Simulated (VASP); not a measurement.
Here is a VASP 6.6.1 calculation.

File INCAR:

```
SYSTEM = Sr
ALGO = Normal
EDIFF = 1E-6
ENCUT = 520
GGA = PE
ISIF = 2
ISMEAR = -1
LASPH = .TRUE.
LCHARG = .TRUE.
LELF = .TRUE.
LREAL = .FALSE.
LVHAR = .TRUE.
LWAVE = .FALSE.
NBANDS = 11
NELM = 80
PREC = Accurate
SIGMA = 0.06122561905347299
```

File KPOINTS:

```
k-points
0
G
  28 28 28
  0 0 0
```

POSCAR

```
Sr
1.0
    3.8571876747      0.0000000000      0.0000000000
    0.0000000000      3.8571876747      0.0000000000
    0.0000000000      0.0000000000      3.8571876747
Sr
1
Direct
    0.0000000000      0.0000000000      0.0000000000
```

Potentials or basis: VASP PAW PBE potentials, release 64 (Sr_sv).

Run with:

```console
$ cat potpaw_PBE.64/Sr_sv/POTCAR > POTCAR
$ mpirun -np 1 vasp_std > vasp.out
```

(1) Predict the band gap on the k mesh.

(2) What does it give for the pressure?

Results:

(1) zero (bands 5 and 6 overlap by 0.84 eV).

(2) 0.0 GPa.
